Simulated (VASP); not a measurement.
Write the native input for VASP 6.6.1 that does the following.

```
Task                   : single point
Functional             : PBE
Potentials or basis    : VASP PAW PBE potentials, release 64 (Hf_pv, B)
Cutoff                 : 520 eV
k mesh                 : 13 × 13 × 11
Occupations            : fermi-dirac, width 0.05 eV
Spin                   : no spin polarisation
Dipole correction      : no
Further INCAR settings : ALGO = Normal; EDIFF = 1e-07; NBANDS = 15
```

The structure of HfB2 lies in POSCAR:

```
HfB2
1.0
    3.0975624645      0.0000000000      0.0000000000
   -1.5487812323      2.6825677840      0.0000000000
    0.0000000000      0.0000000000      3.4329672075
Hf B
1 2
Direct
    0.0000000000      0.0000000000      0.0000000000
    0.3333333333      0.6666666667      0.5000000000
    0.6666666667      0.3333333333      0.5000000000
```

This cell differs from its parent crystal: volume scaled by 0.96.

The input as run:

INCAR

```
PREC = Accurate
ENCUT = 520
EDIFF = 1E-7
ISMEAR = -1
SIGMA = 0.05
LREAL = False
LASPH = True
NELM = 100
ALGO = Normal
ISIF = 2
LWAVE = False
LCHARG = False
GGA = PE
NBANDS = 15
```

KPOINTS

```
Automatic mesh
0
Gamma
  13 13 11
```

Potentials or basis: VASP PAW PBE potentials, release 64 (Hf_pv, B).

Run with:

```console
$ cat potpaw_PBE.64/Hf_pv/POTCAR potpaw_PBE.64/B/POTCAR > POTCAR
$ mpirun -np 1 vasp_std > vasp.out
```

Results of the run:

- Pressure: 12.4 GPa
- Band gap on the k mesh: zero (band 8 reaches 8.66 eV, above the bottom of band 9 at 7.59 eV)

Caveat: spin-orbit coupling is left out, which moves the levels of the heavy elements.

Wall time 59 s on 1 thread of AMD EPYC 9R45 (Zen 5), with other jobs on the host, peak memory 0.15 GiB.
